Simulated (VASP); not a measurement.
# H6C2O in VASP: further runs

The runs below take H6C2O through single point, relaxation of the atoms, with PBEsol.

Program: VASP 6.6.1. These are calculated values, not measurements. Logs are shortened: lines on timing, memory, paths and dates and some standing lists are left out, and cuts for length are marked.

### 1 The cell of the first run

The cell holds a disordered packing, 36 atoms: a = 7.529 Å, b = 7.529 Å, c = 7.529 Å, α = 90.00°, β = 90.00°, γ = 90.00°.

### 2 Single point, PBEsol

Input file INCAR:

```
SYSTEM = H6C2O
PREC = Accurate ; ENCUT = 520
EDIFF = 1E-6 ; ISMEAR = -1
SIGMA = 0.05 ; LREAL = Auto
LASPH = .True. ; NELM = 80
ALGO = Normal ; ISIF = 2
LWAVE = .False. ; LCHARG = .False.
GGA = PS ; NBANDS = 64
```

Input file KPOINTS:

```
Automatic mesh
0
Gamma
  1 1 1
  0 0 0
```

Input file POSCAR:

```
H6C2O
1.0
    7.5290720000      0.0000000000      0.0000000000
    0.0000000000      7.5290720000      0.0000000000
    0.0000000000      0.0000000000      7.5290720000
C O H
8 4 24
Direct
    0.0915326915      0.4303715688      0.0225055061
    0.1587584617      0.5743922344      0.1444537460
    0.3563654185      0.9355657710      0.4771870407
    0.1808750396      1.0263687838      0.5147613798
    0.6338550444      0.4368403153      0.6370196405
    0.7490073081      0.5618221517      0.5289794492
    0.8524951621      0.9243963273      0.9942652110
    0.6585728860      0.8822681991      1.0230268547
    0.2846007455      0.6872189426      0.0529547914
    0.1542082310      1.1610628872      0.3842013096
    0.7844636244      0.4918672117      0.3573860130
    0.6380899291      0.7125709638      1.1049883521
    0.2376823366      0.8066683179      0.0513750946
    0.0470958554      0.6554930337      0.1940776269
    0.2261400328      0.5159788672      0.2608906998
   -0.0005595149      0.3440211647      0.0964858646
    0.0198841428      0.4875949383     -0.0917379337
    0.2021312050      0.3486754672     -0.0273376470
    0.0407454208      1.2194396697      0.4052231105
    0.0713759822      0.9274531026      0.5108645314
    0.1830675515      1.0847421243      0.6511015418
    0.3805731491      0.8268338424      0.5734314508
    0.3574881376      0.8767776236      0.3421131210
    0.4669887621      1.0312974081      0.4862865128
    0.7381923794      0.5758649729      0.2683660155
    0.6832722625      0.6937782282      0.5189363438
    0.8774478671      0.5841581673      0.5995801471
    0.6181452432      0.4860866498      0.7743116130
    0.5007720573      0.4222329721      0.5767087664
    0.6951518415      0.3035033919      0.6428523224
    0.5095557786      0.6847805351      1.0966537775
    0.5968788360      0.9871293988      1.1061383359
    0.5887049164      0.8820311190      0.8933324963
    0.8659099793      1.0529185782      0.9255196223
    0.9235751361      0.9352787175      1.1220057154
    0.9164393996      0.8213477527      0.9120813770
```

Potentials or basis: VASP PAW PBE potentials, release 64 (C, O, H).

Launch:

```
$ cat potpaw_PBE.64/C/POTCAR potpaw_PBE.64/O/POTCAR potpaw_PBE.64/H/POTCAR > POTCAR
$ mpirun -np 1 vasp_gam > vasp.out
```

OUTCAR:

```text
SYSTEM = H6C2O
   PREC = Accurate
   ENCUT = 520
   EDIFF = 1E-6
   ISMEAR = -1
   LREAL = Auto
   LASPH = .True.
   NELM = 80
   ISIF = 2
   GGA = PS

 ion  position               nearest neighbor table
   1  0.092  0.430  0.023-  18 1.10  16 1.10  17 1.10   2 1.51
   2  0.159  0.574  0.144-  14 1.10  15 1.10   9 1.45   1 1.51
   3  0.356  0.936  0.477-  24 1.10  22 1.11  23 1.11   4 1.51
   4  0.181  0.026  0.515-  20 1.11  21 1.12  10 1.43   3 1.51
   5  0.634  0.437  0.637-  28 1.10  29 1.11  30 1.11   6 1.52
   6  0.749  0.562  0.529-  26 1.11  27 1.12  11 1.42   5 1.52
   7  0.852  0.924  0.994-  34 1.10  36 1.10  35 1.10   8 1.51
   8  0.659  0.882  0.023-  33 1.11  32 1.11  12 1.43   7 1.51
   9  0.285  0.687  0.053-  13 0.97   2 1.45
  10  0.154  0.161  0.384-  19 0.97   4 1.43
  11  0.784  0.492  0.357-  25 0.99   6 1.42
  12  0.638  0.713  0.105-  31 0.99   8 1.43
  13  0.238  0.807  0.051-   9 0.97
  14  0.047  0.655  0.194-   2 1.10
  15  0.226  0.516  0.261-   2 1.10
  16  0.999  0.344  0.096-   1 1.10
  17  0.020  0.488  0.908-   1 1.10
  18  0.202  0.349  0.973-   1 1.10
[... 16 lines left out ...]
  35  0.924  0.935  0.122-   7 1.10
  36  0.916  0.821  0.912-   7 1.10

  LATTYP: Found a simple cubic cell.
 ALAT       =     7.5290720000

  Lattice vectors:

 A1 = (   7.5290720000,   0.0000000000,   0.0000000000)
 A2 = (   0.0000000000,   7.5290720000,   0.0000000000)
 A3 = (   0.0000000000,   0.0000000000,   7.5290720000)

Analysis of symmetry for initial positions (statically):
=====================================================================
 Subroutine PRICEL returns:
 Original cell was already a primitive cell.

 Routine SETGRP: Setting up the symmetry group for a
 simple cubic supercell.

 Subroutine GETGRP returns: Found  1 space group operations
 (whereof  1 operations were pure point group operations)
 out of a pool of 48 trial point group operations.

The static configuration has the point symmetry C_1 .

Analysis of symmetry for dynamics (positions and initial velocities):
=====================================================================
 Subroutine PRICEL returns:
 Original cell was already a primitive cell.

 Routine SETGRP: Setting up the symmetry group for a
 simple cubic supercell.

 Subroutine GETGRP returns: Found  1 space group operations
 (whereof  1 operations were pure point group operations)
 out of a pool of 48 trial point group operations.

The dynamic configuration has the point symmetry C_1 .

 Subroutine INISYM returns: Found  1 space group operations
 (whereof  1 operations are pure point group operations),
 and found     1 'primitive' translations

----------------------------------------------------------------------------------------

                                     Primitive cell

  volume of cell :     426.7999

  direct lattice vectors                    reciprocal lattice vectors
     7.529072000  0.000000000  0.000000000     0.132818493  0.000000000  0.000000000
     0.000000000  7.529072000  0.000000000     0.000000000  0.132818493  0.000000000
     0.000000000  0.000000000  7.529072000     0.000000000  0.000000000  0.132818493

  length of vectors
     7.529072000  7.529072000  7.529072000     0.132818493  0.132818493  0.132818493

  position of ions in fractional coordinates (direct lattice)
     0.091532691  0.430371569  0.022505506
     0.158758462  0.574392234  0.144453746
     0.356365418  0.935565771  0.477187041
     0.180875040  0.026368784  0.514761380
     0.633855044  0.436840315  0.637019641
     0.749007308  0.561822152  0.528979449
[... 28 lines left out ...]
     0.923575136  0.935278717  0.122005715
     0.916439400  0.821347753  0.912081377

  ion indices of the primitive-cell ions
   primitive index   ion index
                 1           1
                 2           2
                 3           3
                 4           4
                 5           5
                 6           6
[... 28 lines left out ...]
                35          35
                36          36

[... 47 lines left out ...]
   TEBEG  =    0.0;   TEEND  =   0.0 temperature during run
   PSTRESS=    0.0 pullay stress
   NELECT =      80.0000    total number of electrons
   NUPDOWN=      -1.0000    fix difference up-down
   EMIN   =  10.00;   EMAX   =-10.00  energy-range for DOS
   EFERMI =   0.00;   METHOD = LEGACY
   ISMEAR =    -1;   SIGMA  =   0.05  broadening in eV -4-tet -1-fermi 0-gaus
   EFERMI_NEDOS =   21; number of points for ismear=-14 and -15
   IALGO  =     38    algorithm
   IMIX   =      4    mixing-type and parameters
     AMIX     =   0.40;   BMIX     =  1.00
     AMIX_MAG =   1.60;   BMIX_MAG =  1.00
  volume/ion in A,a.u.               =      11.86        80.01
  Fermi-wavevector in a.u.,A,eV,Ry     =   0.936907  1.770498 11.943135  0.877796
  Thomas-Fermi vector in A             =   2.063965
   LORBIT       =      0    0 simple, 1 ext, 2 COOP (PROOUT), +10 PAW based schemes
   GGA     = PS    functional components
   LHFCALC =     F    Hartree Fock is set to
   AEXX    =    0.0000 exact exchange contribution
   IVDW    =     0    specifies the selected vdW correction
   LEPSILON=     F    determine dielectric tensor
   LRPA    =     F    only Hartree local field effects (RPA)
 non-spin polarized calculation
  energy-cutoff  :      520.00
  volume of cell :      426.80
 maximum number of plane-waves:      5730
 NGX is ok and might be reduce to    54
   NGX = 27   NGY = 27   NGZ = 27

 number of electron      79.9999982 magnetization

 Free energy of the ion-electron system (eV)
  ---------------------------------------------------
  ext. energy  EPLUGINS =         0.00000000
  ---------------------------------------------------
  free energy    TOTEN  =      -190.35925598 eV

  energy without entropy =     -190.35925598  energy(sigma->0) =     -190.35925598

 E-fermi :  -1.8134     XC(G=0):  -6.1212

 val. band max:       -3.0406454274   @ k =   0.0000   0.0000   0.0000
 cond. band min:       1.6154689422   @ k =   0.0000   0.0000   0.0000
 fundamental gap:      4.6561143696
 Fermi energy:        -1.8133942800

 k-point     1 :       0.0000    0.0000    0.0000
  band No.  band energies     occupation
      1     -23.1822      2.00000
      2     -22.6086      2.00000
      3     -22.5578      2.00000
      4     -22.0417      2.00000
      5     -15.8438      2.00000
      6     -15.7343      2.00000
[... 44 lines left out ...]
     51       4.8748      0.00000
     52       4.9418      0.00000
 [bands above 52 left out]

------------------------ aborting loop because EDIFF is reached ----------------------------------------

  FORCE on cell =-STRESS in cart. coord.  units (eV):
  Direction    XX          YY          ZZ          XY          YZ          ZX
  --------------------------------------------------------------------------------------
  -------------------------------------------------------------------------------------
  Total       -1.1067239     -1.0967322     -0.9925918      0.3913582     -0.1723829     -0.2967625
  in kB       -4.1545645     -4.1170565     -3.7261208      1.4691314     -0.6471133     -1.1140259
  external PRESSURE =      -3.9992472 kB  Pullay stress =       0.0000000 kB

 VOLUME and BASIS-vectors are now :
 -----------------------------------------------------------------------------
  energy-cutoff  :      520.00
  volume of cell :      426.80
      direct lattice vectors                 reciprocal lattice vectors
     7.529072000  0.000000000  0.000000000     0.132818493  0.000000000  0.000000000
     0.000000000  7.529072000  0.000000000     0.000000000  0.132818493  0.000000000
     0.000000000  0.000000000  7.529072000     0.000000000  0.000000000  0.132818493

 POSITION                                       TOTAL-FORCE (eV/Angst)
 -----------------------------------------------------------------------------------
      0.68916      3.24030      0.16945        -0.024980      0.006375      0.017896
      1.19530      4.32464      1.08760        -0.071326     -0.066078      0.015883
      2.68310      7.04394      3.59278        -0.041474     -0.094794     -0.044171
      1.36182      0.19853      3.87568         0.087257     -0.038953      0.154576
      4.77234      3.28900      4.79617        -0.036794     -0.041403      0.019440
      5.63933      4.23000      3.98272         0.048727      0.073599      0.153586
[... 28 lines left out ...]
      6.95366      7.04178      0.91859         0.016769      0.002753      0.022150
      6.89994      6.18399      6.86713         0.008524     -0.022598     -0.003219
 -----------------------------------------------------------------------------------
    total drift:                               -0.026200     -0.003870     -0.006849

  FREE ENERGIE OF THE ION-ELECTRON SYSTEM (eV)
  ---------------------------------------------------
  free  energy   TOTEN  =      -190.3592559757 eV

  energy  without entropy=     -190.3592559757  energy(sigma->0) =     -190.35925598
```

It took 61 s on 1 thread of AMD EPYC 7R43 (Zen 3), shared host; peak memory 0.34 GiB.

Results:

* Free energy: -190.3593 eV
* Pressure: -0.4 GPa
* Largest force: 0.370 eV/Å
* Band gap on the k mesh: 4.66 eV

Forces in eV/Å, atoms in the order of the input:
```
C   -0.025  0.006  0.018
C   -0.071 -0.066  0.016
C   -0.041 -0.095 -0.044
C    0.087 -0.039  0.155
C   -0.037 -0.041  0.019
C    0.049  0.074  0.154
C   -0.024 -0.002  0.008
C    0.062  0.081 -0.053
O    0.146 -0.236  0.018
O    0.119 -0.100 -0.046
O    0.135 -0.133  0.236
O    0.232 -0.021  0.053
H   -0.108  0.335 -0.033
H    0.020 -0.032  0.002
H    0.013 -0.022  0.005
H    0.017 -0.003 -0.026
H    0.005  0.002 -0.004
H    0.015 -0.013 -0.006
H   -0.141  0.116  0.005
H   -0.005  0.022  0.010
H   -0.030 -0.048 -0.164
H   -0.058  0.154 -0.097
H    0.004  0.078  0.187
H   -0.022 -0.017 -0.015
H   -0.090  0.169 -0.317
H    0.062 -0.091 -0.036
H   -0.115 -0.029 -0.077
H   -0.002 -0.014 -0.021
H    0.067  0.007  0.018
H   -0.012  0.056  0.007
H   -0.270 -0.083 -0.007
H   -0.010  0.017  0.020
H   -0.002 -0.006 -0.010
H    0.007 -0.004  0.005
H    0.017  0.003  0.022
H    0.009 -0.023 -0.003
```

Caveat: the k points lie up to 0.83 Å⁻¹ apart; the PAW data sets were made with another functional, which shifts forces and pressure a little.

### 3 Relaxation of the atoms, PBEsol

Input file INCAR:

```
PREC     = Accurate       # precision mode
ENCUT    = 520            # plane-wave cutoff, eV
EDIFF    = 1E-7           # SCF threshold, eV
ISMEAR   = -1             # smearing method
SIGMA    = 0.05           # smearing width, eV
LREAL    = Auto         
LASPH    = True           # aspherical terms in the spheres
NELM     = 60             # most SCF steps
ALGO     = Normal         # electronic algorithm
ISIF     = 2              # what is computed and relaxed
LWAVE    = False          # write WAVECAR
LCHARG   = False          # write CHGCAR
GGA      = PS             # functional
IBRION   = 2              # ionic algorithm
NSW      = 35             # ionic steps
EDIFFG   = -0.3           # ionic threshold
```

Input file KPOINTS:

```
regular mesh
0
Gamma
  1 1 1
```

Input file POSCAR:

```
H6C2O
1.0
    7.5290720000      0.0000000000      0.0000000000
    0.0000000000      7.5290720000      0.0000000000
    0.0000000000      0.0000000000      7.5290720000
C O H
8 4 24
Direct
   -0.0543833000      0.4702415000      0.0283946000
    0.0797219000      0.6048167000      0.0934420000
    0.3875773000      0.8864771000      0.4405818000
    0.2549581000      1.0126911000      0.5230924000
    0.5962425000      0.4498729000      0.7033304000
    0.7641423000      0.4997973000      0.6051314000
    0.8833913000      0.9519719000      0.9407664000
    0.6925556000      0.9176041000      0.9929817000
    0.1495658000      0.6923228000     -0.0594593000
    0.2927285000      1.1855183000      0.4551329000
    0.7496735000      0.4285184000      0.4301334000
    0.6753164000      0.7310665000      1.0216322000
    0.2359454000      0.7791276000     -0.0188757000
    0.0155980000      0.7002310000      0.1834518000
    0.1857567000      0.5379797000      0.1683216000
   -0.1130916000      0.3982630000      0.1400180000
   -0.1601428000      0.5370228000     -0.0449660000
    0.0098141000      0.3749639000     -0.0600782000
    0.2080581000      1.2675687000      0.5074987000
    0.1189232000      0.9718735000      0.4892407000
    0.2668557000      1.0100672000      0.6685884000
    0.3654959000      0.7508948000      0.4876688000
    0.3747694000      0.8884603000      0.2961567000
    0.5225264000      0.9266088000      0.4752917000
    0.8571034000      0.4599909000      0.3660100000
    0.7788510000      0.6450090000      0.6012947000
    0.8807838000      0.4454796000      0.6741377000
    0.5991833000      0.5009853000      0.8392209000
    0.4806674000      0.5048889000      0.6351966000
    0.5824793000      0.3055961000      0.7079531000
    0.5529740000      0.7077427000      1.0552752000
    0.6593016000      0.9922867000      1.1139536000
    0.6025872000      0.9627010000      0.8872014000
    0.9053151000      1.0935101000      0.9168156000
    0.9724430000      0.9081159000      1.0464689000
    0.9157958000      0.8785653000      0.8199857000
```

Potentials or basis: VASP PAW PBE potentials, release 64 (C, O, H).

Launch:

```
$ cat potpaw_PBE.64/C/POTCAR potpaw_PBE.64/O/POTCAR potpaw_PBE.64/H/POTCAR > POTCAR
$ mpirun -np 1 vasp_gam > vasp.out
```

Run time: 15 min. Hardware: 1 thread of AMD EPYC 7R43 (Zen 3), shared host; peak memory 0.4 GiB.

The run converged. Its results:

| Item | Value |
| --- | --- |
| Free energy | -189.5093 eV |
| Energy gained by relaxing | 11.0 meV/atom |
| Ionic steps | 20 |
| Pressure after relaxing | -0.1 GPa |
| Largest force after relaxing | 0.263 eV/Å |
| Band gap on the k mesh | 4.56 eV |

Forces on the atoms (eV/Å):
```
C    0.087  0.042 -0.062
C    0.088  0.058 -0.024
C   -0.049  0.076  0.011
C   -0.014  0.002  0.006
C    0.032 -0.015 -0.074
C    0.019 -0.021 -0.070
C   -0.047  0.003  0.013
C   -0.091 -0.077  0.042
O    0.059 -0.250  0.058
O   -0.006  0.014 -0.052
O   -0.024 -0.033  0.011
O   -0.026  0.010  0.090
H   -0.023  0.221 -0.017
H   -0.028 -0.049  0.123
H   -0.051 -0.057 -0.037
H    0.026 -0.003 -0.035
H   -0.024 -0.107  0.026
H    0.092  0.076  0.088
H   -0.012 -0.034  0.005
H    0.000 -0.038  0.001
H    0.027 -0.035  0.002
H    0.037  0.008 -0.024
H    0.020 -0.001  0.092
H   -0.063 -0.014 -0.053
H   -0.060  0.048  0.024
H   -0.011  0.021  0.017
H   -0.018  0.015  0.008
H   -0.050 -0.025 -0.028
H    0.060 -0.069  0.026
H    0.013  0.066 -0.035
H    0.022  0.003 -0.037
H    0.026  0.020  0.085
H    0.053 -0.008 -0.115
H    0.068  0.063 -0.012
H   -0.109  0.083 -0.203
H   -0.021  0.010  0.151
```

Stress tensor (GPa, compression positive):
```
-0.44  0.01 -0.01
 0.01  0.09  0.04
-0.01  0.04 -0.06
```

The path:
```csv
step,energy change (eV),largest force (eV/Å),pressure (GPa)
1,0.0000,0.7074,1.45
2,0.0882,1.9750,0.45
3,-0.0480,0.5449,1.04
4,-0.0984,0.4157,0.45
5,-0.1126,0.5251,-0.07
6,-0.1400,0.4071,-0.04
7,-0.1430,0.8258,-0.02
8,-0.1652,0.5269,0.02
9,-0.1955,0.4957,0.13
10,-0.2226,0.3190,0.22
11,-0.2366,0.4162,0.34
12,-0.2601,0.3632,0.29
13,-0.2947,0.5006,0.10
14,-0.3214,0.3018,0.02
15,-0.3300,0.6394,-0.04
16,-0.3516,0.3859,-0.15
17,-0.3561,0.4539,-0.23
18,-0.3772,0.3132,-0.27
19,-0.3838,0.4595,-0.32
20,-0.3974,0.2633,-0.14
```

Final structure:
```yaml
crystal:
  lattice:
    - [7.52907, 0.00000, 0.00000]
    - [0.00000, 7.52907, 0.00000]
    - [0.00000, 0.00000, 7.52907]
  atoms:
    - { symbol: C, position: [0.96520, 0.45493, 0.02727] }
    - { symbol: C, position: [0.09974, 0.58518, 0.09872] }
    - { symbol: C, position: [0.38775, 0.88665, 0.43943] }
    - { symbol: C, position: [0.25340, 0.01130, 0.52128] }
    - { symbol: C, position: [0.59327, 0.44379, 0.69814] }
    - { symbol: C, position: [0.76169, 0.49566, 0.60258] }
    - { symbol: C, position: [0.86972, 0.96739, 0.93976] }
    - { symbol: C, position: [0.67970, 0.93436, 0.99455] }
    - { symbol: O, position: [0.19965, 0.65775, 0.95266] }
    - { symbol: O, position: [0.28214, 0.18434, 0.45070] }
    - { symbol: O, position: [0.75959, 0.42415, 0.42651] }
    - { symbol: O, position: [0.66198, 0.74944, 0.03294] }
    - { symbol: H, position: [0.22422, 0.78138, 0.97884] }
    - { symbol: H, position: [0.02810, 0.69472, 0.16598] }
    - { symbol: H, position: [0.19245, 0.52365, 0.19543] }
    - { symbol: H, position: [0.89855, 0.37986, 0.13413] }
    - { symbol: H, position: [0.86286, 0.52957, 0.95453] }
    - { symbol: H, position: [0.02786, 0.35703, 0.93768] }
    - { symbol: H, position: [0.20683, 0.26827, 0.51400] }
    - { symbol: H, position: [0.11610, 0.96576, 0.49196] }
    - { symbol: H, position: [0.26795, 0.01229, 0.66813] }
    - { symbol: H, position: [0.36683, 0.75022, 0.48776] }
    - { symbol: H, position: [0.37458, 0.88752, 0.29300] }
    - { symbol: H, position: [0.52438, 0.92816, 0.47324] }
    - { symbol: H, position: [0.85574, 0.47846, 0.35902] }
    - { symbol: H, position: [0.77319, 0.64252, 0.59816] }
    - { symbol: H, position: [0.87946, 0.44534, 0.67541] }
    - { symbol: H, position: [0.59631, 0.49755, 0.83416] }
    - { symbol: H, position: [0.47578, 0.49952, 0.62993] }
    - { symbol: H, position: [0.57813, 0.29805, 0.70358] }
    - { symbol: H, position: [0.54056, 0.72331, 0.07038] }
    - { symbol: H, position: [0.64592, 0.01569, 0.11221] }
    - { symbol: H, position: [0.58626, 0.97426, 0.88775] }
    - { symbol: H, position: [0.88701, 0.10885, 0.90809] }
    - { symbol: H, position: [0.96021, 0.93385, 0.05134] }
    - { symbol: H, position: [0.90638, 0.88805, 0.82173] }
```

Levels at points of the mesh, in eV from the valence-band top:
```
           k point  band 37  band 38  band 39  band 40  band 41  band 42  band 43  band 44
(0.00, 0.00, 0.00)    -0.50    -0.33    -0.23     0.00     4.56     5.50     6.02     6.24
```

Caveat: the k points lie up to 0.83 Å⁻¹ apart; the PAW data sets were made with another functional, which shifts forces and pressure a little; the relaxation stopped at a loose force limit of 0.3 eV/Å, so its end isn't a converged minimum.
